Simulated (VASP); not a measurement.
# SiC (P6_3mc) in VASP: further runs

SiC is run at these levels: PBEsol; tasks: vibrations by perturbation theory.

Everything below comes from runs of VASP 6.6.1. Logs are shortened: lines on timing, memory, paths and dates and some standing lists are left out, and cuts for length are marked.

## 1. The cell of the first run

Symmetry: P6_3mc, No. 186, hexagonal system. Conventional cell: a = 3.046 Å, b = 3.046 Å, c = 4.997 Å, α = 90.00°, β = 90.00°, γ = 120.00°. Si (site symmetry 3m) has 4 C at 1.86 to 1.88 Å within 2.5 Å. C (site symmetry 3m) has 4 Si at 1.86 to 1.88 Å within 2.5 Å.

## 2. Vibrations by perturbation theory, PBEsol

Input file INCAR:

```
SYSTEM = SiC
ALGO = Normal ; EDIFF = 1E-8
ENCUT = 520 ; GGA = PS
IBRION = 8 ; ISIF = 2
ISMEAR = 0 ; LASPH = .TRUE.
LCHARG = .TRUE. ; LEPSILON = .TRUE.
LREAL = .FALSE. ; LWAVE = .FALSE.
NBANDS = 16 ; NELM = 80
NSW = 1 ; PREC = Accurate
SIGMA = 0.01
```

Input file KPOINTS:

```
k-points
0
G
  12 12 6
  0 0 0
```

Input file POSCAR:

```
SiC
1.0
    3.0458791814      0.0000000000      0.0000000000
   -1.5229395907      2.6378087479      0.0000000000
    0.0000000000      0.0000000000      4.9971786685
Si C
2 2
Direct
    0.3333333333      0.6666666667      0.0046064217
    0.6666666667      0.3333333333      0.5046064217
    0.3333333333      0.6666666667      0.3803935783
    0.6666666667      0.3333333333      0.8803935783
```

Potentials or basis: VASP PAW PBE potentials, release 64 (Si, C).

On the command line:

```console
cat potpaw_PBE.64/Si/POTCAR potpaw_PBE.64/C/POTCAR > POTCAR
mpirun -np 1 vasp_std > vasp.out
```

OUTCAR:

```text
SYSTEM = SiC
   EDIFF = 1E-8
   ENCUT = 520
   GGA = PS
   IBRION = 8
   ISIF = 2
   ISMEAR = 0
   LASPH = .TRUE.
   LEPSILON = .TRUE.
   LREAL = .FALSE.
   NELM = 80
   NSW = 1
   PREC = Accurate

 ion  position               nearest neighbor table
   1  0.333  0.667  0.005-   4 1.86   4 1.86   4 1.86   3 1.88   2 3.06   2 3.06   2 3.06   2 3.06
                             2 3.06   2 3.06
   2  0.667  0.333  0.505-   3 1.86   3 1.86   3 1.86   4 1.88   1 3.06   1 3.06   1 3.06   1 3.06
                             1 3.06   1 3.06
   3  0.333  0.667  0.380-   2 1.86   2 1.86   2 1.86   1 1.88
   4  0.667  0.333  0.880-   1 1.86   1 1.86   1 1.86   2 1.88

  LATTYP: Found a hexagonal cell.
 ALAT       =     3.0458791814
 C/A-ratio  =     1.6406358791

  Lattice vectors:

 A1 = (   3.0458791814,   0.0000000000,   0.0000000000)
 A2 = (  -1.5229395907,   2.6378087479,   0.0000000000)
 A3 = (   0.0000000000,   0.0000000000,   4.9971786685)

Analysis of symmetry for initial positions (statically):
=====================================================================
 Subroutine PRICEL returns:
 Original cell was already a primitive cell.

 Routine SETGRP: Setting up the symmetry group for a
 hexagonal supercell.

 Subroutine GETGRP returns: Found 12 space group operations
 (whereof  6 operations were pure point group operations)
 out of a pool of 24 trial point group operations.

The static configuration has the point symmetry C_3v.
 The point group associated with its full space group is C_6v.

Analysis of symmetry for dynamics (positions and initial velocities):
=====================================================================
 Subroutine PRICEL returns:
 Original cell was already a primitive cell.

 Routine SETGRP: Setting up the symmetry group for a
 hexagonal supercell.

 Subroutine GETGRP returns: Found 12 space group operations
 (whereof  6 operations were pure point group operations)
 out of a pool of 24 trial point group operations.

The dynamic configuration has the point symmetry C_3v.
 The point group associated with its full space group is C_6v.

 Subroutine INISYM returns: Found 12 space group operations
 (whereof  6 operations are pure point group operations),
 and found     1 'primitive' translations

----------------------------------------------------------------------------------------

                                     Primitive cell

  volume of cell :      40.1496

  direct lattice vectors                    reciprocal lattice vectors
     3.045879181  0.000000000  0.000000000     0.328312431  0.189551271  0.000000000
    -1.522939591  2.637808748  0.000000000     0.000000000  0.379102541  0.000000000
     0.000000000  0.000000000  4.997178669     0.000000000  0.000000000  0.200112917

  length of vectors
     3.045879181  3.045879181  4.997178669     0.379102541  0.379102541  0.200112917

  position of ions in fractional coordinates (direct lattice)
     0.333333333  0.666666667  0.004606422
     0.666666667  0.333333333  0.504606422
     0.333333333  0.666666667  0.380393578
     0.666666667  0.333333333  0.880393578
[... 651 lines left out ...]
     0.47168  0.00000  0.00000
     0.00000  0.47168 -0.00000
     0.00000 -0.00000 -0.80545

[... ionic steps 4 to 9 ...]

--------------------------------------- Ionic step       10  -------------------------------------------

------------------------ aborting loop because EDIFF is reached ----------------------------------------

[... ionic steps 11 to 11 ...]

--------------------------------------- Ionic step       12  -------------------------------------------

 Free energy of the ion-electron system (eV)
  ---------------------------------------------------
  ---------------------------------------------------
  free energy    TOTEN  =        -0.13643022 eV

  energy without entropy =       -0.13643022

------------------------ aborting loop because EDIFF is reached ----------------------------------------

 INTERNAL STRAIN TENSOR  FOR ION    3  DIRECTION 3   (eV/Angst):
 -----------------------------------------------------------------------------
     6.22280  0.00000 -0.00000
    -0.00000  6.22280  0.00000
     0.00000  0.00000-11.96303

 MACROSCOPIC STATIC DIELECTRIC TENSOR (including local field effects in DFT)
 ------------------------------------------------------
           6.957036     0.000000     0.000000
           0.000000     6.957036    -0.000000
          -0.000000     0.000000     7.330778
 ------------------------------------------------------

 PIEZOELECTRIC TENSOR (including local field effects)  for field in x, y, z        (e  Angst)
          XX          YY          ZZ          XY          YZ          ZX
  --------------------------------------------------------------------------------
  x     0.00000     0.00000    -0.00000     0.00000     0.00000     1.52370
  y    -0.00000     0.00000    -0.00000     0.00000     1.52370     0.00000
  z     1.18200     1.18200    -2.01840     0.00000     0.00000    -0.00000

 PIEZOELECTRIC TENSOR (including local field effects)  for field in x, y, z        (C/m^2)
          XX          YY          ZZ          XY          YZ          ZX
  --------------------------------------------------------------------------------
  x     0.00000     0.00000    -0.00000     0.00000     0.00000     0.60803
  y    -0.00000     0.00000    -0.00000     0.00000     0.60803     0.00000
  z     0.47168     0.47168    -0.80545     0.00000     0.00000    -0.00000

 BORN EFFECTIVE CHARGES (including local field effects) (in |e|, cummulative output)
 ---------------------------------------------------------------------------------
 ion    1
    1     2.68579     0.00000     0.00000
    2     0.00000     2.68579     0.00000
    3    -0.00000    -0.00000     2.89299
 ion    2
    1     2.68579     0.00000     0.00000
    2     0.00000     2.68579     0.00000
    3     0.00000     0.00000     2.89299
 ion    3
    1    -2.68579     0.00000     0.00000
    2     0.00000    -2.68579     0.00000
    3     0.00000     0.00000    -2.89299
 ion    4
    1    -2.68579    -0.00000     0.00000
    2     0.00000    -2.68579    -0.00000
    3     0.00000     0.00000    -2.89299

 INTERNAL STRAIN TENSOR FOR ION    4 for displacements in x,y,z  (eV/Angst):
          X           Y           Z          XY          YZ          ZX
  --------------------------------------------------------------------------------
  x     0.00000     0.00000     0.00000    11.20475     0.00000     6.86155
  y    11.20475   -11.20475     0.00000     0.00000     7.03705     0.00000
  z     6.22280     6.22280   -11.96303     0.00000     0.00000     0.00000

 SECOND DERIVATIVES (NOT SYMMETRIZED)
 ------------------------------------
               1X          1Y          1Z          2X          2Y          2Z          3X          3Y          3Z          4X          4Y          4Z
  1X   -21.393835    0.000000    0.000000    0.668758    0.000000   -0.000000    1.995928    0.000000   -0.000000   18.729148    0.000000    0.000000
  1Y    -0.000000  -21.393835    0.000000    0.000000    0.668758    0.000000    0.000000    1.995928    0.000000   -0.000000   18.729148    0.000000
  1Z     0.000000   -0.000000  -28.637346    0.000000    0.000000    9.410878    0.000000    0.000000   10.100607    0.000000   -0.000000    9.125861
  2X     0.668758    0.000000    0.000000  -21.393835    0.000000    0.000000   18.729148    0.000000    0.000000    1.995928   -0.000000    0.000000
  2Y     0.000000    0.668758    0.000000   -0.000000  -21.393835   -0.000000    0.000000   18.729148    0.000000    0.000000    1.995928    0.000000
  2Z    -0.000000    0.000000    9.410878    0.000000    0.000000  -28.637346    0.000000    0.000000    9.125861    0.000000   -0.000000   10.100607
  3X     1.995612    0.000000    0.000000   18.729910   -0.000000   -0.000000  -20.787041    0.000000    0.000000    0.061519    0.000000    0.000000
  3Y     0.000000    1.995612    0.000000    0.000000   18.729910    0.000000    0.000000  -20.787041    0.000000   -0.000000    0.061519    0.000000
  3Z     0.000000    0.000000   10.049374    0.000000    0.000000    9.173395    0.000000    0.000000  -25.812535    0.000000    0.000000    6.589766
  4X    18.729910   -0.000000    0.000000    1.995612    0.000000    0.000000    0.061519   -0.000000    0.000000  -20.787041    0.000000    0.000000
  4Y     0.000000   18.729910    0.000000   -0.000000    1.995612    0.000000    0.000000    0.061519    0.000000    0.000000  -20.787041    0.000000
  4Z     0.000000   -0.000000    9.173395    0.000000   -0.000000   10.049374   -0.000000    0.000000    6.589766    0.000000   -0.000000  -25.812535

 Eigenvectors and eigenvalues of the dynamical matrix
 ----------------------------------------------------

   1 f  =   25.686264 THz   161.391559 2PiTHz  856.801552 cm-1   106.229806 meV
             X         Y         Z           dx          dy          dz
     -0.000000  1.758539  0.023019    -0.000000   -0.000000   -0.026472
      1.522940  0.879270  2.521608    -0.000000   -0.000000    0.026472
     -0.000000  1.758539  1.900895     0.000000    0.000000    0.706611
      1.522940  0.879270  4.399484     0.000000    0.000000   -0.706611
[... 71 lines left out ...]
  12 f/i=    0.001041 THz     0.006543 2PiTHz    0.034734 cm-1     0.004306 meV
             X         Y         Z           dx          dy          dz
     -0.000000  1.758539  0.023019     0.000000   -0.000000    0.591778
      1.522940  0.879270  2.521608     0.000000   -0.000000    0.591778
     -0.000000  1.758539  1.900895     0.000000   -0.000000    0.387038
      1.522940  0.879270  4.399484     0.000000   -0.000000    0.387038

--------------------------------------------------------------------------------------------------------

 MACROSCOPIC STATIC DIELECTRIC TENSOR IONIC CONTRIBUTION
 ------------------------------------------------------
           3.137324    -0.000000     0.000000
          -0.000000     3.137324    -0.000000
           0.000000    -0.000000     3.924200
 ------------------------------------------------------

 ELASTIC MODULI CONTR FROM IONIC RELAXATION (kBar)
 Direction    XX          YY          ZZ          XY          YZ          ZX
 --------------------------------------------------------------------------------
 XX        -641.5805    319.7105    309.4274     -0.0000      0.0000     -0.0000
 YY         319.7105   -641.5805    309.4274      0.0000     -0.0000      0.0000
 ZZ         309.4274    309.4274   -594.9317      0.0000     -0.0000      0.0000
 XY          -0.0000      0.0000      0.0000   -480.6455      0.0000     -0.0000
 YZ          -0.0000     -0.0000     -0.0000      0.0000   -170.0097      0.0000
 ZX          -0.0000      0.0000      0.0000     -0.0000      0.0000   -180.0467
 --------------------------------------------------------------------------------

 PIEZOELECTRIC TENSOR IONIC CONTR  for field in x, y, z        (C/m^2)
          XX          YY          ZZ          XY          YZ          ZX
  --------------------------------------------------------------------------------
  x    -0.00000     0.00000     0.00000    -0.00000     0.00000    -0.70720
  y     0.00000    -0.00000    -0.00000     0.00000    -0.68721     0.00000
  z    -0.74778    -0.74778     1.43774    -0.00000     0.00000    -0.00000
```

Run time: 18 min. Hardware: 1 thread of Intel Xeon 6975P-C, shared host; peak memory 0.66 GiB.

Results:

```yaml
Electronic_dielectric_tensor_diagonal: 6.96, 6.96, 7.33
Born_charges_mean_of_the_diagonal: Si +2.75; C -2.75 e
Highest_phonon_frequency_at_Γ_LO-TO_splitting_left_out: 857 cm⁻¹
```

Phonon frequencies in cm⁻¹ (negative: imaginary):
```
              q point                                frequencies
(0.000, 0.000, 0.000)  0 0 0 252 252 607 788 789 789 818 818 857
```

Electronic dielectric tensor:
```
6.96 0.00 0.00
0.00 6.96 0.00
0.00 0.00 7.33
```

Born effective charge tensors (e):
atom 1, Si
```
2.69 0.00 0.00
0.00 2.69 0.00
0.00 0.00 2.89
```
atom 2, Si
```
2.69 0.00 0.00
0.00 2.69 0.00
0.00 0.00 2.89
```
atom 3, C
```
-2.69  0.00  0.00
 0.00 -2.69  0.00
 0.00  0.00 -2.89
```
atom 4, C
```
-2.69  0.00  0.00
 0.00 -2.69  0.00
 0.00  0.00 -2.89
```

Caveat: the cell wasn't relaxed at this level first, which shifts response properties.

(Continued in part 2 of 2.)
